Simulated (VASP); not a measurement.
# V (I4/mmm) in VASP: single point with PBE

Aim: the single point of V with PBE.

All numbers are computed with VASP 6.6.1; they aren't measurements. Logs are shortened: lines on timing, memory, paths and dates and some standing lists are left out, and cuts for length are marked.

## (1) The cell of the first run

Symmetry: I4/mmm, No. 139, tetragonal system. Conventional cell: a = 3.177 Å, b = 3.177 Å, c = 2.889 Å, α = 90.00°, β = 90.00°, γ = 90.00°. V (site symmetry 4/mmm) has 14 V at 2.67 to 3.18 Å within 3.5 Å.

## (2) Single point, PBE (biaxial strain in the a-b plane: +6.0 %)

Input file INCAR:

```
SYSTEM = V
ALGO = Fast
EDIFF = 1E-7
ENCUT = 520
GGA = PE
ISIF = 2
ISMEAR = 0
LASPH = .TRUE.
LCHARG = .FALSE.
LREAL = .FALSE.
LWAVE = .FALSE.
NBANDS = 20
NELM = 60
PREC = Accurate
SIGMA = 0.1
```

Input file KPOINTS:

```
k-points
0
G
  18 18 18
  0 0 0
```

Input file POSCAR:

```
V
1.0
    3.1770056580      0.0000000000      0.0000000000
    0.0000000000      3.1770056580      0.0000000000
    0.0000000000      0.0000000000      2.8892768437
V
2
Direct
    0.0000000000      0.0000000000      0.0000000000
    0.5000000000      0.5000000000      0.5000000000
```

Potentials or basis: VASP PAW PBE potentials, release 64 (V_sv).

Launch:

```sh
$ cat potpaw_PBE.64/V_sv/POTCAR > POTCAR
$ mpirun -np 1 vasp_std > vasp.out
```

OUTCAR:

```text
SYSTEM = V
   EDIFF = 1E-7
   ENCUT = 520
   GGA = PE
   ISIF = 2
   ISMEAR = 0
   LASPH = .TRUE.
   LREAL = .FALSE.
   NELM = 60
   PREC = Accurate

 ion  position               nearest neighbor table
   1  0.000  0.000  0.000-   2 2.67   2 2.67   2 2.67   2 2.67   2 2.67   2 2.67   2 2.67   2 2.67

   2  0.500  0.500  0.500-   1 2.67   1 2.67   1 2.67   1 2.67   1 2.67   1 2.67   1 2.67   1 2.67

  LATTYP: Found a simple tetragonal cell.
 ALAT       =     3.1770056580
 C/A-ratio  =     0.9094339623

  Lattice vectors:

 A1 = (   3.1770056580,   0.0000000000,   0.0000000000)
 A2 = (   0.0000000000,   3.1770056580,   0.0000000000)
 A3 = (   0.0000000000,   0.0000000000,   2.8892768437)

Analysis of symmetry for initial positions (statically):
=====================================================================
 Subroutine PRICEL returns following result:

  LATTYP: Found a body centered tetragonal cell.
 ALAT       =     3.1770056580
 C/A-ratio  =     0.9094339623

  Lattice vectors:

 A1 = (  -1.5885028290,  -1.5885028290,  -1.4446384218)
 A2 = (   1.5885028290,   1.5885028290,  -1.4446384219)
 A3 = (   1.5885028290,  -1.5885028290,   1.4446384218)

   2 primitive cells build up your supercell.

 Routine SETGRP: Setting up the symmetry group for a
 simple tetragonal supercell.

 Subroutine GETGRP returns: Found 16 space group operations
 (whereof 16 operations were pure point group operations)
 out of a pool of 16 trial point group operations.

The static configuration has the point symmetry D_4h.

Analysis of symmetry for dynamics (positions and initial velocities):
=====================================================================
 Subroutine PRICEL returns following result:

  LATTYP: Found a body centered tetragonal cell.
 ALAT       =     3.1770056580
 C/A-ratio  =     0.9094339623

  Lattice vectors:

 A1 = (  -1.5885028290,  -1.5885028290,  -1.4446384218)
 A2 = (   1.5885028290,   1.5885028290,  -1.4446384219)
 A3 = (   1.5885028290,  -1.5885028290,   1.4446384218)

   2 primitive cells build up your supercell.

 Routine SETGRP: Setting up the symmetry group for a
 simple tetragonal supercell.

 Subroutine GETGRP returns: Found 16 space group operations
 (whereof 16 operations were pure point group operations)
 out of a pool of 16 trial point group operations.

The dynamic configuration has the point symmetry D_4h.

 Subroutine INISYM returns: Found 16 space group operations
 (whereof 16 operations are pure point group operations),
 and found     2 'primitive' translations

----------------------------------------------------------------------------------------

                                     Primitive cell

  volume of cell :      14.5813

  direct lattice vectors                    reciprocal lattice vectors
    -1.588502829 -1.588502829 -1.444638422    -0.000000000 -0.314761794 -0.346107367
     1.588502829  1.588502829 -1.444638422     0.314761794  0.000000000 -0.346107367
     1.588502829 -1.588502829  1.444638422     0.314761794 -0.314761794  0.000000000

  length of vectors
     2.670891732  2.670891732  2.670891732     0.467830414  0.467830414  0.445140398

  position of ions in fractional coordinates (direct lattice)
     0.000000000  0.000000000  0.000000000

  ion indices of the primitive-cell ions
   primitive index   ion index
                 1           1

----------------------------------------------------------------------------------------

 KPOINTS: k-points

Automatic generation of k-mesh.
 Grid dimensions read from file:
 generate k-points for:   18   18   18

 Generating k-lattice:

  Cartesian coordinates                     Fractional coordinates (reciprocal lattice)
     0.017486766  0.000000000  0.000000000     0.055555556  0.000000000  0.000000000
     0.000000000  0.017486766  0.000000000     0.000000000  0.055555556  0.000000000
     0.000000000  0.000000000  0.019228187     0.000000000  0.000000000  0.055555556

  Length of vectors
     0.017486766  0.017486766  0.019228187

  Shift w.r.t. Gamma in fractional coordinates (k-lattice)
     0.000000000  0.000000000  0.000000000

 Subroutine IBZKPT returns following result:
 ===========================================

 Found    550 irreducible k-points:

 Following reciprocal coordinates:
            Coordinates               Weight
  0.000000  0.000000  0.000000      1.000000
  0.055556  0.000000  0.000000      4.000000
  0.111111  0.000000  0.000000      4.000000
  0.166667  0.000000  0.000000      4.000000
  0.222222  0.000000  0.000000      4.000000
  0.277778  0.000000  0.000000      4.000000
[... 16 lines left out ...]
  0.277778  0.111111  0.000000      8.000000
  0.333333  0.111111  0.000000      8.000000
 [... further k-points ...]
   k-points           NKPTS =    550   k-points in BZ     NKDIM =    550   number of bands    NBANDS=     20
   number of dos      NEDOS =    301   number of ions     NIONS =      2
   total plane-waves  NPLWV =  13824
   dimension x,y,z NGX =    24 NGY =   24 NGZ =   24
   dimension x,y,z NGXF=    48 NGYF=   48 NGZF=   48
   ions per type =               2
   NGX,Y,Z   is equivalent  to a cutoff of  12.56, 12.56, 13.81 a.u.
   NGXF,Y,Z  is equivalent  to a cutoff of  25.12, 25.12, 27.62 a.u.
 SYSTEM =  V
   PREC   = accura    normal or accurate (medium, high low for compatibility)
   ISTART =      0    job   : 0-new  1-cont  2-samecut
   ICHARG =      2    charge: 1-file 2-atom 10-const
   ISPIN  =      1    spin polarized calculation?
   LNONCOLLINEAR =      F non collinear calculations
   LSORBIT =      F    spin-orbit coupling
   LASPH  =      T    aspherical Exc in radial PAW
   ENCUT  =  520.0 eV  38.22 Ry    6.18 a.u.   5.91  5.91  5.37*2*pi/ulx,y,z
   NELM   =     60;   NELMIN=  2; NELMDL= -5     # of ELM steps
   EDIFF  = 0.1E-06   stopping-criterion for ELM
   LREAL  =      F    real-space projection
   EDIFFG = 0.1E-05   stopping-criterion for IOM
   NSW    =      0    number of steps for IOM
   IBRION =     -1    ionic relax: 0-MD 1-quasi-New 2-CG
   NFREE  =      0    steps in history (QN), initial steepest desc. (CG)
   ISIF   =      2    stress and relaxation
   ISYM   =      2    0-nonsym 1-usesym 2-fastsym
   POTIM  = 0.5000    time-step for ionic-motion
   TEBEG  =    0.0;   TEEND  =   0.0 temperature during run
   PSTRESS=    0.0 pullay stress
   NELECT =      26.0000    total number of electrons
   NUPDOWN=      -1.0000    fix difference up-down
   EMIN   =  10.00;   EMAX   =-10.00  energy-range for DOS
   EFERMI =   0.00;   METHOD = LEGACY
   ISMEAR =     0;   SIGMA  =   0.10  broadening in eV -4-tet -1-fermi 0-gaus
   EFERMI_NEDOS =   21; number of points for ismear=-14 and -15
   IALGO  =     68    algorithm
   IMIX   =      4    mixing-type and parameters
     AMIX     =   0.40;   BMIX     =  1.00
     AMIX_MAG =   1.60;   BMIX_MAG =  1.00
  volume/ion in A,a.u.               =      14.58        98.40
  Fermi-wavevector in a.u.,A,eV,Ry     =   1.575642  2.977532 33.778476  2.482648
  Thomas-Fermi vector in A             =   2.676595
   LORBIT       =      0    0 simple, 1 ext, 2 COOP (PROOUT), +10 PAW based schemes
   GGA     = PE    functional components
   LHFCALC =     F    Hartree Fock is set to
   AEXX    =    0.0000 exact exchange contribution
   IVDW    =     0    specifies the selected vdW correction
   LEPSILON=     F    determine dielectric tensor
   LRPA    =     F    only Hartree local field effects (RPA)
 non-spin polarized calculation
 RMM-DIIS sequential band-by-band and
 Gauss-broadening in eV      SIGMA  =   0.10
  energy-cutoff  :      520.00
  volume of cell :       29.16
 maximum number of plane-waves:       810
 NGX is ok and might be reduce to    24
   NGX = 11   NGY = 11   NGZ = 11

 number of electron      26.0000011 magnetization

 Free energy of the ion-electron system (eV)
  ---------------------------------------------------
  ext. energy  EPLUGINS =         0.00000000
  ---------------------------------------------------
  free energy    TOTEN  =       -17.85564379 eV

  energy without entropy =      -17.83579671  energy(sigma->0) =      -17.84572025

 E-fermi :   8.7786     XC(G=0): -12.4786

 val. band max:        8.7751077019   @ k =   0.4444   0.3333   0.0000
 cond. band min:       8.7835534311   @ k =   0.2778   0.2778   0.0000
 fundamental gap:      0.0084457292
 Fermi energy:         8.7785775660

 k-point     1 :       0.0000    0.0000    0.0000
  band No.  band energies     occupation
      1     -55.0605      2.00000
      2     -54.8212      2.00000
      3     -28.9853      2.00000
      4     -28.9853      2.00000
      5     -28.8739      2.00000
      6     -28.4825      2.00000
[... 12 lines left out ...]
     19      12.2393      0.00000
     20      17.2605      0.00000

 k-point     2 :       0.0556    0.0000    0.0000
  band No.  band energies     occupation
      1     -55.0585      2.00000
      2     -54.8228      2.00000
      3     -28.9842      2.00000
      4     -28.9813      2.00000
      5     -28.8707      2.00000
      6     -28.4853      2.00000
[... 12 lines left out ...]
     19      12.1366      0.00000
     20      17.0142      0.00000

 k-point     3 :       0.1111    0.0000    0.0000
  band No.  band energies     occupation
      1     -55.0525      2.00000
      2     -54.8277      2.00000
      3     -28.9805      2.00000
      4     -28.9693      2.00000
      5     -28.8615      2.00000
      6     -28.4957      2.00000
[... 12 lines left out ...]
     19      11.9726      0.00000
     20      16.3753      0.00000

 k-point     4 :       0.1667    0.0000    0.0000
  band No.  band energies     occupation
      1     -55.0429      2.00000
      2     -54.8356      2.00000
      3     -28.9737      2.00000
      4     -28.9498      2.00000
      5     -28.8465      2.00000
      6     -28.5275      2.00000
[... 429 lines left out ...]
 k-point    23 :       0.2778    0.1111    0.0000
  band No.  band energies     occupation
      1     -55.0086      2.00000
      2     -54.8639      2.00000
      3     -29.0101      2.00000
      4     -28.8172      2.00000
      5     -28.7930      2.00000
      6     -28.7020      2.00000
[... 12 lines left out ...]
     19      11.8831      0.00000
     20      14.0545      0.00000

 k-point    24 :       0.3333    0.1111    0.0000
  band No.  band energies     occupation
      1     -54.9914      2.00000
      2     -54.8789      2.00000
      3     -28.9967      2.00000
      4     -28.7755      2.00000
      5     -28.7659      2.00000
      6     -28.7575      2.00000
[... 12 lines left out ...]
     19      11.7192      0.00000
     20      13.2276      0.00000

 [... further k-points ...]
[... 5 lines left out ...]
  --------------------------------------------------------------------------------------
  -------------------------------------------------------------------------------------
  Total       -2.5637714     -2.5637714     -1.3165357      0.0000000     -0.0000000     -0.0000000
  in kB     -140.8525593   -140.8525593    -72.3299394      0.0000000     -0.0000000     -0.0000000
  external PRESSURE =    -118.0116860 kB  Pullay stress =       0.0000000 kB

 VOLUME and BASIS-vectors are now :
 -----------------------------------------------------------------------------
  energy-cutoff  :      520.00
  volume of cell :       29.16
      direct lattice vectors                 reciprocal lattice vectors
     3.177005658  0.000000000  0.000000000     0.314761794  0.000000000  0.000000000
     0.000000000  3.177005658  0.000000000     0.000000000  0.314761794  0.000000000
     0.000000000  0.000000000  2.889276844     0.000000000  0.000000000  0.346107367

 POSITION                                       TOTAL-FORCE (eV/Angst)
 -----------------------------------------------------------------------------------
      0.00000      0.00000      0.00000         0.000000      0.000000      0.000000
      1.58850      1.58850      1.44464        -0.000000      0.000000     -0.000000
 -----------------------------------------------------------------------------------
    total drift:                                0.000000      0.000000     -0.000000

  FREE ENERGIE OF THE ION-ELECTRON SYSTEM (eV)
  ---------------------------------------------------
  free  energy   TOTEN  =       -17.8556437915 eV

  energy  without entropy=      -17.8357967148  energy(sigma->0) =      -17.84572025
```

Run time: 10 min. Hardware: 1 thread of AMD EPYC 7R43 (Zen 3), shared host; peak memory 0.3 GiB.

What came out:

```yaml
Free_energy: -17.8556 eV
Pressure: -11.8 GPa
Band_gap_on_the_k_mesh: zero (bands 13 and 14 overlap by 2.64 eV)
```

Stress tensor (GPa, compression positive):
```
-14.09   0.00   0.00
  0.00 -14.09   0.00
  0.00   0.00  -7.23
```

Caveat: the cell differs from its parent crystal (biaxial strain in the a-b plane: +6.0 %); the cell stands under tension.
